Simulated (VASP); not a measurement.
Here is a VASP 6.6.1 calculation.

INCAR

```
  PREC = Accurate
  ENCUT = 520
  EDIFF = 1E-8
  ISMEAR = 0
  SIGMA = 0.01
  LREAL = F
  LASPH = T
  NELM = 100
  ALGO = Normal
  ISIF = 2
  LWAVE = F
  LCHARG = T
  NBANDS = 28
  IBRION = 8
  NSW = 1
```

KPOINTS

```
regular mesh
0
Gamma
  6 6 6
```

Contents of POSCAR:

```
BaTiO3
1.0
    4.0060000000      0.0000000000      0.0000000000
    0.0000000000      4.0060000000      0.0000000000
    0.0000000000      0.0000000000      4.0060000000
Ba Ti O
1 1 3
Direct
    0.5000000000      0.5000000000      0.5000000000
    0.0000000000      0.0000000000      0.0000000000
    0.5000000000      0.0000000000      0.0000000000
    0.0000000000      0.5000000000      0.0000000000
    0.0000000000      0.0000000000      0.5000000000
```

Potentials or basis: VASP PAW LDA potentials, release 64 (Ba_sv, Ti_sv, O).

Launch:

```sh
$ cat potpaw_LDA.64/Ba_sv/POTCAR potpaw_LDA.64/Ti_sv/POTCAR potpaw_LDA.64/O/POTCAR > POTCAR
$ mpirun -np 1 vasp_std > vasp.out
```

(1) What does it give for the highest phonon frequency at Γ, LO-TO splitting left out?

(2) What does it give for the most unstable mode?

## Answers

(1) 452 cm⁻¹.

(2) 243i cm⁻¹.

Caveat: the cell stands under pressure or tension, which shifts response properties; some modes are imaginary.
